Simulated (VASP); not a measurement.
# PdAu25 (a cell with a defect) in VASP: relaxation of the atoms with PBE

Aim: the relaxation of the atoms of PdAu25 (a cell with a defect) with PBE.

All numbers are computed with VASP 6.6.1; they aren't measurements. Logs are shortened: lines on timing, memory, paths and dates and some standing lists are left out, and cuts for length are marked.

## 1. The cell of the first run

The cell holds a defect, 26 atoms: a = 8.821 Å, b = 8.821 Å, c = 8.821 Å, α = 60.00°, β = 60.00°, γ = 60.00°.

## 2. Relaxation of the atoms, PBE (atoms taken out)

INCAR reads:

```
PREC     = Accurate       # precision mode
ENCUT    = 520            # plane-wave cutoff, eV
EDIFF    = 1E-6           # SCF threshold, eV
ISMEAR   = 0              # smearing method
SIGMA    = 0.1            # smearing width, eV
LREAL    = Auto         
LASPH    = T              # aspherical terms in the spheres
NELM     = 80             # most SCF steps
ALGO     = Normal         # electronic algorithm
ISIF     = 2              # what is computed and relaxed
LWAVE    = F              # write WAVECAR
LCHARG   = F              # write CHGCAR
GGA      = PE             # functional
IBRION   = 2              # ionic algorithm
NSW      = 80             # ionic steps
EDIFFG   = -0.02          # ionic threshold
LUSENCCL = F
```

KPOINTS reads:

```
Automatic mesh
0
Gamma
  3 3 3
```

POSCAR reads:

```
PdAu25
1.0
    0.0000000000      6.2371699120     -6.2371699120
    6.2371699120      6.2371699120      0.0000000000
    6.2371699120      0.0000000000     -6.2371699120
Pd Au
1 25
Direct
    0.6666666667      0.0000000000      0.6666666667
    0.6666666667      0.6666666667      0.6666666667
    0.3333333333      1.0000000000      0.6666666667
    0.3333333333      0.3333333333      0.6666666667
    0.3333333333      0.6666666667      0.6666666667
    0.0000000000      0.0000000000      0.6666666667
    0.0000000000      0.3333333333      0.6666666667
    0.0000000000      0.6666666667      0.6666666667
    0.6666666667      1.0000000000      0.3333333333
    0.6666666667      0.3333333333      0.3333333333
    0.6666666667      0.6666666667      0.3333333333
    0.3333333333      0.0000000000      0.3333333333
    0.3333333333      0.3333333333      0.3333333333
    0.3333333333      0.6666666667      0.3333333333
    0.0000000000      0.0000000000      0.3333333333
    0.0000000000      0.3333333333      0.3333333333
    0.0000000000      0.6666666667      0.3333333333
    0.6666666667      0.0000000000      0.0000000000
    0.6666666667      0.3333333333      0.0000000000
    0.6666666667      0.6666666667      0.0000000000
    0.3333333333      0.0000000000      0.0000000000
    0.3333333333      0.3333333333      0.0000000000
    0.3333333333      0.6666666667      0.0000000000
    0.0000000000      0.0000000000      0.0000000000
    0.0000000000      0.3333333333      0.0000000000
    0.0000000000      0.6666666667      0.0000000000
```

Potentials or basis: VASP PAW PBE potentials, release 64 (Pd, Au).

Launch:

```
$ cat potpaw_PBE.64/Pd/POTCAR potpaw_PBE.64/Au/POTCAR > POTCAR
$ mpirun -np 1 vasp_std > vasp.out
```

OUTCAR:

```text
PREC = Accurate
   ENCUT = 520
   EDIFF = 1E-6
   ISMEAR = 0
   LREAL = Auto
   LASPH = T
   NELM = 80
   ISIF = 2
   GGA = PE
   IBRION = 2
   NSW = 80
   EDIFFG = -0.02

 ion  position               nearest neighbor table
   1  0.667  0.000  0.667-   2 2.94   6 2.94   8 2.94  18 2.94  20 2.94  15 2.94   4 2.94  10 2.94
                            21 2.94   9 2.94   3 2.94
   2  0.667  0.667  0.667-   1 2.94   8 2.94  20 2.94   3 2.94   9 2.94  17 2.94  19 2.94   7 2.94
                            23 2.94   5 2.94  11 2.94
   3  0.333  0.000  0.667-   4 2.94   5 2.94   6 2.94   7 2.94  21 2.94  23 2.94  24 2.94  13 2.94
                             2 2.94   9 2.94  12 2.94   1 2.94
   4  0.333  0.333  0.667-   3 2.94   7 2.94  21 2.94  22 2.94  25 2.94   8 2.94   1 2.94  14 2.94
                             5 2.94  10 2.94  13 2.94
   5  0.333  0.667  0.667-   3 2.94   6 2.94   8 2.94  23 2.94  26 2.94  12 2.94  22 2.94  14 2.94
                             4 2.94  11 2.94   2 2.94
   6  0.000  0.000  0.667-   1 2.94   3 2.94   5 2.94   7 2.94   8 2.94  18 2.94  24 2.94  26 2.94
                            16 2.94  12 2.94  15 2.94
   7  0.000  0.333  0.667-   3 2.94   4 2.94   6 2.94  19 2.94  24 2.94  25 2.94  13 2.94   2 2.94
                             8 2.94  16 2.94  17 2.94
   8  0.000  0.667  0.667-   1 2.94   2 2.94   5 2.94   6 2.94  20 2.94  26 2.94  15 2.94   4 2.94
                            25 2.94  14 2.94  17 2.94   7 2.94
   9  0.667  0.000  0.333-  10 2.94  11 2.94  15 2.94  17 2.94  18 2.94  19 2.94  24 2.94  13 2.94
[... 21 lines left out ...]
  20  0.667  0.667  0.000-   1 2.94   2 2.94   8 2.94  11 2.94  18 2.94  26 2.94  10 2.94  21 2.94
                            25 2.94  14 2.94  19 2.94  23 2.94
  21  0.333  0.000  0.000-   3 2.94   4 2.94  12 2.94  14 2.94  15 2.94  22 2.94  23 2.94  24 2.94
                            25 2.94   1 2.94  20 2.94  18 2.94
  22  0.333  0.333  0.000-   4 2.94  12 2.94  13 2.94  16 2.94  21 2.94  25 2.94   5 2.94  18 2.94
                            26 2.94  19 2.94  23 2.94
  23  0.333  0.667  0.000-   3 2.94   5 2.94  14 2.94  17 2.94  21 2.94  24 2.94  26 2.94  13 2.94
                             2 2.94  22 2.94  20 2.94  19 2.94
  24  0.000  0.000  0.000-   3 2.94   6 2.94   7 2.94   9 2.94  15 2.94  17 2.94  18 2.94  19 2.94
                            21 2.94  23 2.94  25 2.94  26 2.94
  25  0.000  0.333  0.000-   4 2.94   7 2.94  10 2.94  15 2.94  16 2.94  19 2.94  21 2.94  22 2.94
                            24 2.94  20 2.94   8 2.94  26 2.94
  26  0.000  0.667  0.000-   5 2.94   6 2.94   8 2.94  11 2.94  17 2.94  18 2.94  20 2.94  23 2.94
                            24 2.94  16 2.94  22 2.94  25 2.94

  LATTYP: Found a face centered cubic cell.
 ALAT       =    12.4743398240

  Lattice vectors:

 A1 = (   0.0000000000,   6.2371699120,  -6.2371699120)
 A2 = (   6.2371699120,   6.2371699120,   0.0000000000)
 A3 = (   6.2371699120,   0.0000000000,  -6.2371699120)

Analysis of symmetry for initial positions (statically):
=====================================================================
 Subroutine PRICEL returns:
 Original cell was already a primitive cell.

 Routine SETGRP: Setting up the symmetry group for a
 face centered cubic supercell.

 Subroutine GETGRP returns: Found  4 space group operations
 (whereof  2 operations were pure point group operations)
 out of a pool of 48 trial point group operations.

The static configuration has the point symmetry C_1h.
 The point group associated with its full space group is C_2v.

Analysis of symmetry for dynamics (positions and initial velocities):
=====================================================================
 Subroutine PRICEL returns:
 Original cell was already a primitive cell.

 Routine SETGRP: Setting up the symmetry group for a
 face centered cubic supercell.

 Subroutine GETGRP returns: Found  4 space group operations
 (whereof  2 operations were pure point group operations)
 out of a pool of 48 trial point group operations.

The dynamic configuration has the point symmetry C_1h.
 The point group associated with its full space group is C_2v.

 Subroutine INISYM returns: Found  4 space group operations
 (whereof  2 operations are pure point group operations),
 and found     1 'primitive' translations

----------------------------------------------------------------------------------------

                                     Primitive cell

  volume of cell :     485.2804

  direct lattice vectors                    reciprocal lattice vectors
     0.000000000  6.237169912 -6.237169912    -0.080164563  0.080164563 -0.080164563
     6.237169912  6.237169912  0.000000000     0.080164563  0.080164563  0.080164563
     6.237169912  0.000000000 -6.237169912     0.080164563 -0.080164563 -0.080164563
[... 75 lines left out ...]

  Length of vectors
     0.046283032  0.046283032  0.046283032

  Shift w.r.t. Gamma in fractional coordinates (k-lattice)
     0.000000000  0.000000000  0.000000000

 Subroutine IBZKPT returns following result:
 ===========================================

 Found      8 irreducible k-points:

 Following reciprocal coordinates:
            Coordinates               Weight
  0.000000  0.000000  0.000000      1.000000
  0.333333  0.000000  0.000000      4.000000
  0.000000  0.333333  0.000000      4.000000
  0.333333  0.333333  0.000000      4.000000
  0.333333  0.000000  0.333333      2.000000
 -0.333333  0.333333  0.000000      8.000000
  0.333333  0.000000 -0.333333      2.000000
 -0.333333  0.333333 -0.333333      2.000000
   k-points           NKPTS =      8   k-points in BZ     NKDIM =      8   number of bands    NBANDS=    171
   number of dos      NEDOS =    301   number of ions     NIONS =     26
   total plane-waves  NPLWV = 343000
   dimension x,y,z NGX =    70 NGY =   70 NGZ =   70
   dimension x,y,z NGXF=   140 NGYF=  140 NGZF=  140
   ions per type =               1  25
   NGX,Y,Z   is equivalent  to a cutoff of  13.19, 13.19, 13.19 a.u.
   NGXF,Y,Z  is equivalent  to a cutoff of  26.39, 26.39, 26.39 a.u.
 SYSTEM =  unknown system
   PREC   = accura    normal or accurate (medium, high low for compatibility)
   ISTART =      0    job   : 0-new  1-cont  2-samecut
   ICHARG =      2    charge: 1-file 2-atom 10-const
   ISPIN  =      1    spin polarized calculation?
   LNONCOLLINEAR =      F non collinear calculations
   LSORBIT =      F    spin-orbit coupling
   LASPH  =      T    aspherical Exc in radial PAW
   ENCUT  =  520.0 eV  38.22 Ry    6.18 a.u.  16.40 16.40 16.40*2*pi/ulx,y,z
   NELM   =     80;   NELMIN=  2; NELMDL= -5     # of ELM steps
   EDIFF  = 0.1E-05   stopping-criterion for ELM
   LREAL  =      T    real-space projection
   EDIFFG = -.2E-01   stopping-criterion for IOM
   NSW    =     80    number of steps for IOM
   IBRION =      2    ionic relax: 0-MD 1-quasi-New 2-CG
   NFREE  =      1    steps in history (QN), initial steepest desc. (CG)
   ISIF   =      2    stress and relaxation
   ISYM   =      2    0-nonsym 1-usesym 2-fastsym
   POTIM  = 0.5000    time-step for ionic-motion
   TEBEG  =    0.0;   TEEND  =   0.0 temperature during run
   PSTRESS=    0.0 pullay stress
   NELECT =     285.0000    total number of electrons
   NUPDOWN=      -1.0000    fix difference up-down
   EMIN   =  10.00;   EMAX   =-10.00  energy-range for DOS
   EFERMI =   0.00;   METHOD = LEGACY
   ISMEAR =     0;   SIGMA  =   0.10  broadening in eV -4-tet -1-fermi 0-gaus
   EFERMI_NEDOS =   21; number of points for ismear=-14 and -15
   IALGO  =     38    algorithm
   IMIX   =      4    mixing-type and parameters
     AMIX     =   0.40;   BMIX     =  1.00
     AMIX_MAG =   1.60;   BMIX_MAG =  1.00
  volume/ion in A,a.u.               =      18.66       125.96
  Fermi-wavevector in a.u.,A,eV,Ry     =   1.370962  2.590743 25.572666  1.879538
  Thomas-Fermi vector in A             =   2.496702
   LORBIT       =      0    0 simple, 1 ext, 2 COOP (PROOUT), +10 PAW based schemes
   GGA     = PE    functional components
   LHFCALC =     F    Hartree Fock is set to
   AEXX    =    0.0000 exact exchange contribution
   IVDW    =     0    specifies the selected vdW correction
   LEPSILON=     F    determine dielectric tensor
   LRPA    =     F    only Hartree local field effects (RPA)
 conjugate gradient relaxation of ions
 non-spin polarized calculation
 Gauss-broadening in eV      SIGMA  =   0.10
  energy-cutoff  :      520.00
  volume of cell :      485.28
 maximum number of plane-waves:     13107
 NGX is ok and might be reduce to    70
   NGX = 33   NGY = 33   NGZ = 33

--------------------------------------- Ionic step        1  -------------------------------------------

 number of electron     285.0000005 magnetization

 Free energy of the ion-electron system (eV)
  ---------------------------------------------------
  ext. energy  EPLUGINS =         0.00000000
  ---------------------------------------------------
  free energy    TOTEN  =       -85.72503520 eV

  energy without entropy =      -85.66235292  energy(sigma->0) =      -85.69369406

------------------------ aborting loop because EDIFF is reached ----------------------------------------

  FORCE on cell =-STRESS in cart. coord.  units (eV):
  Direction    XX          YY          ZZ          XY          YZ          ZX
  --------------------------------------------------------------------------------------
  -------------------------------------------------------------------------------------
  Total       -7.2336607     -7.2336607     -7.8438321      0.0353700      0.0000000      0.0000000
  in kB      -23.8822916    -23.8822916    -25.8968029      0.1167758      0.0000000      0.0000000
  external PRESSURE =     -24.5537954 kB  Pullay stress =       0.0000000 kB
[... 467 lines left out ...]
--------------------------------------- Ionic step        9  -------------------------------------------

 number of electron     285.0000006 magnetization

 Free energy of the ion-electron system (eV)
  ---------------------------------------------------
  ext. energy  EPLUGINS =         0.00000000
  ---------------------------------------------------
  free energy    TOTEN  =       -85.84888603 eV

  energy without entropy =      -85.78570947  energy(sigma->0) =      -85.81729775

 E-fermi :   7.8114     XC(G=0): -12.1136

 val. band max:        7.8077228483   @ k =   0.0000   0.3333   0.0000
 cond. band min:       7.8188212109   @ k =  -0.3333   0.3333   0.0000
 fundamental gap:      0.0110983627
 Fermi energy:         7.8114048684

 k-point     1 :       0.0000    0.0000    0.0000
  band No.  band energies     occupation
      1      -0.9948      2.00000
      2       1.0896      2.00000
      3       1.1013      2.00000
      4       1.1319      2.00000
      5       1.1676      2.00000
      6       1.2564      2.00000
[... 1245 lines left out ...]
    153       9.9547      0.00000
    154      10.0151      0.00000
 [bands above 154 left out]

------------------------ aborting loop because EDIFF is reached ----------------------------------------

  FORCE on cell =-STRESS in cart. coord.  units (eV):
  Direction    XX          YY          ZZ          XY          YZ          ZX
  --------------------------------------------------------------------------------------
  -------------------------------------------------------------------------------------
  Total       -8.2910797     -8.2910797     -8.8689266      0.0248107      0.0000000      0.0000000
  in kB      -27.3734131    -27.3734131    -29.2812034      0.0819137      0.0000000      0.0000000
  external PRESSURE =     -28.0093432 kB  Pullay stress =       0.0000000 kB
[... 41 lines left out ...]
  FREE ENERGIE OF THE ION-ELECTRON SYSTEM (eV)
  ---------------------------------------------------
  free  energy   TOTEN  =       -85.8488860280 eV

  energy  without entropy=      -85.7857094696  energy(sigma->0) =      -85.81729775

 reached required accuracy - stopping structural energy minimisation
```

It took 8.7 min on 1 × NVIDIA H100 80GB with 1 thread of Intel Xeon Platinum 8481C at 2.70GHz (Sapphire Rapids), shared host; peak memory 1.8 GiB.

Results:

* Free energy: -85.8489 eV
* Energy gained by relaxing: 4.8 meV/atom
* Ionic steps: 9
* Pressure after relaxing: -2.8 GPa
* Largest force after relaxing: 0.009 eV/Å
* Band gap on the k mesh: zero (an odd number of electrons rules out a gap without spin polarisation)

Forces on the atoms (eV/Å):
```
Pd  -0.007 -0.007  0.000
Au  -0.002 -0.002  0.000
Au  -0.001  0.000  0.004
Au   0.003 -0.001 -0.005
Au   0.000  0.000  0.000
Au  -0.001  0.003  0.005
Au   0.000  0.000  0.000
Au   0.000 -0.001 -0.004
Au   0.000 -0.001  0.004
Au  -0.001  0.003 -0.005
Au   0.000  0.000  0.000
Au  -0.002 -0.002  0.005
Au   0.005  0.005 -0.002
Au  -0.001 -0.001 -0.009
Au  -0.003 -0.002  0.000
Au   0.001  0.006  0.000
Au   0.001  0.002  0.000
Au   0.003 -0.001  0.005
Au   0.000  0.000  0.000
Au  -0.001  0.000 -0.004
Au  -0.002 -0.003  0.000
Au   0.006  0.001  0.000
Au   0.002  0.001  0.000
Au  -0.001 -0.001  0.009
Au  -0.002 -0.002 -0.005
Au   0.005  0.005  0.002
```

Stress tensor (GPa, compression positive):
```
-2.74  0.01  0.00
 0.01 -2.74  0.00
 0.00  0.00 -2.93
```

Step by step:
| step | energy change (eV) | largest force (eV/Å) | pressure (GPa) |
| --- | --- | --- | --- |
| 1 | 0.0000 | 0.4065 | -2.46 |
| 2 | -0.0687 | 0.2744 | -2.62 |
| 3 | -0.1196 | 0.0567 | -2.77 |
| 4 | -0.1197 | 0.0659 | -2.78 |
| 5 | -0.1218 | 0.0330 | -2.79 |
| 6 | -0.1226 | 0.0364 | -2.80 |
| 7 | -0.1230 | 0.0325 | -2.80 |
| 8 | -0.1236 | 0.0227 | -2.80 |
| 9 | -0.1239 | 0.0093 | -2.80 |

Final structure:
```
Pd Au
1.0
     0.00000    6.23717   -6.23717
     6.23717    6.23717    0.00000
     6.23717    0.00000   -6.23717
Pd Au
1 25
Direct
  0.66667 0.99997 0.66667
  0.66667 0.66504 0.66667
  0.33423 0.00068 0.66659
  0.34251 0.33053 0.66684
  0.33905 0.66133 0.66666
  0.99083 0.00654 0.66649
  0.99429 0.33369 0.66668
  0.99910 0.66816 0.66675
  0.66659 0.00068 0.33423
  0.66684 0.33053 0.34251
  0.66666 0.66133 0.33905
  0.33335 0.00010 0.33335
  0.33372 0.33287 0.33372
  0.33448 0.66544 0.33448
  0.99702 0.00091 0.33631
  0.99411 0.33324 0.33922
  0.99917 0.66578 0.33416
  0.66649 0.00654 0.99083
  0.66668 0.33369 0.99429
  0.66675 0.66816 0.99910
  0.33631 0.00091 0.99702
  0.33922 0.33324 0.99411
  0.33416 0.66578 0.99917
  0.99885 0.00107 0.99885
  0.99999 0.33347 0.99999
  0.99961 0.66698 0.99961
```

Levels at points of the mesh, in eV from the Fermi level:
```
           k point  band 138  band 139  band 140  band 141  band 142  band 143  band 144  band 145  band 146  band 147
(0.00, 0.00, 0.00)     -1.95     -1.95     -1.84     -1.16     -1.13     -1.11     -1.06     -1.01      2.38      2.38
```

Caveat: the cell differs from its parent crystal (atoms taken out); spin-orbit coupling is left out, which moves the levels of the heavy elements.
